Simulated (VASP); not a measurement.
Input of a VASP 6.6.1 run:

INCAR

```
PREC = Accurate
ENCUT = 520
EDIFF = 1E-6
ISMEAR = 0
SIGMA = 0.1
LREAL = False
LASPH = True
NELM = 60
ALGO = Normal
ISIF = 2
LWAVE = False
LCHARG = True
GGA = PE
LELF = True
LVHAR = True
NBANDS = 29
```

Contents of KPOINTS:

```
regular mesh
0
Gamma
  4 4 4
```

Contents of POSCAR:

```
Cd3S
1.0
    4.4900528452      0.0000000000      0.0000000000
    0.0000000000      4.4900528452      0.0000000000
    0.0000000000      0.0000000000      4.4900528452
Cd S
3 1
Direct
    0.0000000000      0.5000000000      0.5000000000
    0.5000000000      0.0000000000      0.5000000000
    0.5000000000      0.5000000000      0.0000000000
    0.0000000000      0.0000000000      0.0000000000
```

Potentials or basis: VASP PAW PBE potentials, release 64 (Cd, S).

The run is started by

```sh
$ cat potpaw_PBE.64/Cd/POTCAR potpaw_PBE.64/S/POTCAR > POTCAR
$ mpirun -np 1 vasp_std > vasp.out
```

(1) Predict the pressure.

(2) Estimate the band gap on the k mesh.

Results:

(1) -0.8 GPa.

(2) zero (band 21 reaches 3.96 eV, above the bottom of band 22 at 1.36 eV).
